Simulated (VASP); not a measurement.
# BN (Pm) in VASP: notebook, part 2 of 2

VASP 6.6.1.

**4. Single point, PBE (atom 1 (B) moved by (-0.300, +0.150) A along x and y)**

INCAR reads:

```
PREC = Accurate
ENCUT = 520
EDIFF = 1E-7
ISMEAR = 0
SIGMA = 0.05
LREAL = False
LASPH = True
NELM = 80
ALGO = Normal
ISIF = 2
LWAVE = False
LCHARG = False
GGA = PE
NBANDS = 16
```

KPOINTS reads:

```
Automatic mesh
0
Gamma
  12 12 4
```

POSCAR reads:

```
BN
1.0
    2.5039917043      0.0000000000      0.0000000000
   -1.2519958522      2.1685204268      0.0000000000
    0.0000000000      0.0000000000      6.6612000000
B N
2 2
Direct
    0.2481104233      0.7358382540      0.2500000000
    0.6666666667      0.3333333333      0.7500000000
    0.3333333333      0.6666666667      0.7500000000
    0.6666666667      0.3333333333      0.2500000000
```

Potentials or basis: VASP PAW PBE potentials, release 64 (B, N).

Run with:

```console
cat potpaw_PBE.64/B/POTCAR potpaw_PBE.64/N/POTCAR > POTCAR
mpirun -np 1 vasp_std > vasp.out
```

OUTCAR:

```text
PREC = Accurate
   ENCUT = 520
   EDIFF = 1E-7
   ISMEAR = 0
   LREAL = False
   LASPH = True
   NELM = 80
   ISIF = 2
   GGA = PE

 ion  position               nearest neighbor table
   1  0.248  0.736  0.250-   4 1.29   4 1.33   4 1.78
   2  0.667  0.333  0.750-   3 1.45   3 1.45   3 1.45
   3  0.333  0.667  0.750-   2 1.45   2 1.45   2 1.45
   4  0.667  0.333  0.250-   1 1.29   1 1.33   1 1.78

  LATTYP: Found a hexagonal cell.
 ALAT       =     2.5039917043
 C/A-ratio  =     2.6602324555

  Lattice vectors:

 A1 = (   2.5039917043,   0.0000000000,   0.0000000000)
 A2 = (  -1.2519958522,   2.1685204268,   0.0000000000)
 A3 = (   0.0000000000,   0.0000000000,   6.6612000000)

Analysis of symmetry for initial positions (statically):
=====================================================================
 Subroutine PRICEL returns:
 Original cell was already a primitive cell.

 Routine SETGRP: Setting up the symmetry group for a
 hexagonal supercell.

 Subroutine GETGRP returns: Found  2 space group operations
 (whereof  1 operations were pure point group operations)
 out of a pool of 24 trial point group operations.

The static configuration has the point symmetry C_1 .
 The point group associated with its full space group is C_1h.

Analysis of symmetry for dynamics (positions and initial velocities):
=====================================================================
 Subroutine PRICEL returns:
 Original cell was already a primitive cell.

 Routine SETGRP: Setting up the symmetry group for a
 hexagonal supercell.

 Subroutine GETGRP returns: Found  2 space group operations
 (whereof  1 operations were pure point group operations)
 out of a pool of 24 trial point group operations.

The dynamic configuration has the point symmetry C_1 .
 The point group associated with its full space group is C_1h.

 Subroutine INISYM returns: Found  2 space group operations
 (whereof  1 operations are pure point group operations),
 and found     1 'primitive' translations

----------------------------------------------------------------------------------------

                                     Primitive cell

  volume of cell :      36.1700

  direct lattice vectors                    reciprocal lattice vectors
     2.503991704  0.000000000  0.000000000     0.399362345  0.230571958  0.000000000
    -1.251995852  2.168520427  0.000000000     0.000000000  0.461143915  0.000000000
     0.000000000  0.000000000  6.661200000     0.000000000  0.000000000  0.150123101

  length of vectors
     2.503991704  2.503991704  6.661200000     0.461143915  0.461143915  0.150123101

  position of ions in fractional coordinates (direct lattice)
     0.248110423  0.735838254  0.250000000
     0.666666667  0.333333333  0.750000000
     0.333333333  0.666666667  0.750000000
     0.666666667  0.333333333  0.250000000

  ion indices of the primitive-cell ions
   primitive index   ion index
                 1           1
                 2           2
                 3           3
                 4           4

----------------------------------------------------------------------------------------

 KPOINTS: Automatic mesh

Automatic generation of k-mesh.
 Grid dimensions read from file:
 generate k-points for:   12   12    4
[... 22 lines left out ...]
  0.083333  0.000000  0.000000      2.000000
  0.000000  0.083333  0.000000      2.000000
 -0.083333  0.083333  0.000000      2.000000
  0.166667  0.000000  0.000000      2.000000
  0.000000  0.166667  0.000000      2.000000
[... 16 lines left out ...]
  0.166667  0.083333  0.000000      2.000000
 -0.083333  0.250000  0.000000      2.000000
 [... further k-points ...]
   k-points           NKPTS =    222   k-points in BZ     NKDIM =    222   number of bands    NBANDS=     16
   number of dos      NEDOS =    301   number of ions     NIONS =      4
   total plane-waves  NPLWV =  20000
   dimension x,y,z NGX =    20 NGY =   20 NGZ =   50
   dimension x,y,z NGXF=    40 NGYF=   40 NGZF=  100
   ions per type =               2   2
   NGX,Y,Z   is equivalent  to a cutoff of  13.28, 13.28, 12.48 a.u.
   NGXF,Y,Z  is equivalent  to a cutoff of  26.56, 26.56, 24.96 a.u.
 SYSTEM =  unknown system
   PREC   = accura    normal or accurate (medium, high low for compatibility)
   ISTART =      0    job   : 0-new  1-cont  2-samecut
   ICHARG =      2    charge: 1-file 2-atom 10-const
   ISPIN  =      1    spin polarized calculation?
   LNONCOLLINEAR =      F non collinear calculations
   LSORBIT =      F    spin-orbit coupling
   LASPH  =      T    aspherical Exc in radial PAW
   ENCUT  =  520.0 eV  38.22 Ry    6.18 a.u.   4.66  4.66 12.39*2*pi/ulx,y,z
   NELM   =     80;   NELMIN=  2; NELMDL= -5     # of ELM steps
   EDIFF  = 0.1E-06   stopping-criterion for ELM
   LREAL  =      F    real-space projection
   EDIFFG = 0.1E-05   stopping-criterion for IOM
   NSW    =      0    number of steps for IOM
   IBRION =     -1    ionic relax: 0-MD 1-quasi-New 2-CG
   NFREE  =      0    steps in history (QN), initial steepest desc. (CG)
   ISIF   =      2    stress and relaxation
   ISYM   =      2    0-nonsym 1-usesym 2-fastsym
   POTIM  = 0.5000    time-step for ionic-motion
   TEBEG  =    0.0;   TEEND  =   0.0 temperature during run
   PSTRESS=    0.0 pullay stress
   NELECT =      16.0000    total number of electrons
   NUPDOWN=      -1.0000    fix difference up-down
   EMIN   =  10.00;   EMAX   =-10.00  energy-range for DOS
   EFERMI =   0.00;   METHOD = LEGACY
   ISMEAR =     0;   SIGMA  =   0.05  broadening in eV -4-tet -1-fermi 0-gaus
   EFERMI_NEDOS =   21; number of points for ismear=-14 and -15
   IALGO  =     38    algorithm
   IMIX   =      4    mixing-type and parameters
     AMIX     =   0.40;   BMIX     =  1.00
     AMIX_MAG =   1.60;   BMIX_MAG =  1.00
  volume/ion in A,a.u.               =       9.04        61.02
  Fermi-wavevector in a.u.,A,eV,Ry     =   1.247379  2.357205 21.170055  1.555955
  Thomas-Fermi vector in A             =   2.381514
   LORBIT       =      0    0 simple, 1 ext, 2 COOP (PROOUT), +10 PAW based schemes
   GGA     = PE    functional components
   LHFCALC =     F    Hartree Fock is set to
   AEXX    =    0.0000 exact exchange contribution
   IVDW    =     0    specifies the selected vdW correction
   LEPSILON=     F    determine dielectric tensor
   LRPA    =     F    only Hartree local field effects (RPA)
 non-spin polarized calculation
 Gauss-broadening in eV      SIGMA  =   0.05
  energy-cutoff  :      520.00
  volume of cell :       36.17
 maximum number of plane-waves:       992
   NGX =  9   NGY =  9   NGZ = 25

 number of electron      15.9999998 magnetization

 Free energy of the ion-electron system (eV)
  ---------------------------------------------------
  ext. energy  EPLUGINS =         0.00000000
  ---------------------------------------------------
  free energy    TOTEN  =       -33.63855103 eV

  energy without entropy =      -33.63855103  energy(sigma->0) =      -33.63855103

 E-fermi :   4.4013     XC(G=0): -10.0303

 val. band max:        4.1008327473   @ k =   0.0000   0.0000   0.5000
 cond. band min:       5.9080223385   @ k =   0.5000   0.0000   0.0000
 fundamental gap:      1.8071895912
 Fermi energy:         4.4012618470

 k-point     1 :       0.0000    0.0000    0.0000
  band No.  band energies     occupation
      1     -15.5794      2.00000
      2     -15.2896      2.00000
      3      -4.0465      2.00000
      4      -2.6942      2.00000
      5      -1.9865      2.00000
      6       0.8802      2.00000
[... 433 lines left out ...]
      3      -4.0033      2.00000
      4      -2.7873      2.00000
      5      -2.0873      2.00000
      6      -0.8759      2.00000
[... 8 lines left out ...]
     15      17.2855      0.00000
     16      17.3768      0.00000

 [... further k-points ...]

------------------------ aborting loop because EDIFF is reached ----------------------------------------

  FORCE on cell =-STRESS in cart. coord.  units (eV):
  Direction    XX          YY          ZZ          XY          YZ          ZX
  --------------------------------------------------------------------------------------
  -------------------------------------------------------------------------------------
  Total        4.3893365      6.7154794      0.5871633      2.9754200      0.0000000      0.0000000
  in kB      194.4287937    297.4669524     26.0088178    131.7983539      0.0000000      0.0000000
  external PRESSURE =     172.6348546 kB  Pullay stress =       0.0000000 kB

 VOLUME and BASIS-vectors are now :
 -----------------------------------------------------------------------------
  energy-cutoff  :      520.00
  volume of cell :       36.17
      direct lattice vectors                 reciprocal lattice vectors
     2.503991704  0.000000000  0.000000000     0.399362345  0.230571958  0.000000000
    -1.251995852  2.168520427  0.000000000     0.000000000  0.461143915  0.000000000
     0.000000000  0.000000000  6.661200000     0.000000000  0.000000000  0.150123101

 POSITION                                       TOTAL-FORCE (eV/Angst)
 -----------------------------------------------------------------------------------
     -0.30000      1.59568      1.66530         6.392984     -1.629458      0.000000
      1.25200      0.72284      4.99590         0.001275     -0.000696      0.000000
     -0.00000      1.44568      4.99590        -0.009171      0.006499      0.000000
      1.25200      0.72284      1.66530        -6.385088      1.623656      0.000000
 -----------------------------------------------------------------------------------
    total drift:                                0.000032     -0.000005     -0.000000

  FREE ENERGIE OF THE ION-ELECTRON SYSTEM (eV)
  ---------------------------------------------------
  free  energy   TOTEN  =       -33.6385510347 eV

  energy  without entropy=      -33.6385510347  energy(sigma->0) =      -33.63855103
```

Run time: 1.7 min. Hardware: 1 thread of Intel Xeon Platinum 8559C (Emerald Rapids), shared host; peak memory 0.22 GiB.

Results:

| Property | Result |
| --- | --- |
| Free energy | -33.6386 eV |
| Pressure | 17.3 GPa |
| Largest force | 6.597 eV/Å |
| Band gap on the k mesh | 1.81 eV (least direct gap 3.29 eV) |

Forces on the atoms (eV/Å):
```
B    6.393 -1.629  0.000
B    0.001 -0.001  0.000
N   -0.009  0.006  0.000
N   -6.385  1.624  0.000
```

Stress tensor (GPa, compression positive):
```
19.44 13.18  0.00
13.18 29.75  0.00
 0.00  0.00  2.60
```

Caveat: the cell differs from its parent crystal (atom 1 (B) moved by (-0.300, +0.150) A along x and y); the stress differs along the axes, from 3 to 30 GPa; this functional lacks dispersion, which binds layers or chains, so the pressure and a relaxed spacing across them are unreliable; forces of over 1 eV/Å act on the atoms, so gaps and moduli don't describe the material at rest.

**5. The runs side by side**

```csv
cell,gap on the mesh (eV),pressure (GPa),largest force (eV/Å)
"as given, atomic positions A",1.72,27.4,13.39
"as given, atomic positions B",2.42,34.8,27.13
"as given, atomic positions C",1.81,17.3,6.60
```

Alike in all rows: task single point; level PBE; potentials or basis VASP PAW PBE potentials, release 64 (B, N); no spin polarisation; k mesh 12 × 12 × 4; cutoff (eV) 520; smearing gaussian 0.05 eV.

Caveats: this functional lacks dispersion, which binds layers or chains, so the pressure and a relaxed spacing across them are unreliable; forces of over 1 eV/Å act on the atoms, so gaps and moduli don't describe the material at rest; the stress differs along the axes, from 3 to 61 GPa (at least some runs); the stress differs along the axes, from 3 to 74 GPa (at least some runs); the stress differs along the axes, from 3 to 30 GPa (at least some runs).

Absolute energies hang on the potentials; compare differences alone.
